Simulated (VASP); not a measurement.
A run of VASP 6.6.1 is set up as follows.

Contents of INCAR:

```
PREC = Accurate
ENCUT = 520
EDIFF = 1E-7
ISMEAR = 1
SIGMA = 0.6
LREAL = False
LASPH = True
NELM = 80
ALGO = Normal
ISIF = 2
LWAVE = False
LCHARG = False
NBANDS = 19
```

KPOINTS

```
Automatic mesh
0
Gamma
  12 12 6
```

POSCAR

```
Zr
1.0
    3.1439658570      0.0000000000      0.0000000000
   -1.5719829285      2.7227543008      0.0000000000
    0.0000000000      0.0000000000      5.0894642375
Zr
2
Direct
    0.3333333333      0.6666666667      0.2500000000
    0.6666666667      0.3333333333      0.7500000000
```

Potentials or basis: VASP PAW LDA potentials, release 64 (Zr_sv).

Run with:

```console
$ cat potpaw_LDA.64/Zr_sv/POTCAR > POTCAR
$ mpirun -np 1 vasp_std > vasp.out
```

Question: What does it give for the pressure?

Answer: -0.2 GPa.

Question: What does it give for the band gap on the k mesh?

Answer: Zero (band 12 reaches 10.50 eV, above the bottom of band 13 at 9.34 eV).

Stress tensor (GPa, compression positive):
```
-0.26  0.00  0.00
 0.00 -0.26  0.00
 0.00  0.00  0.05
```
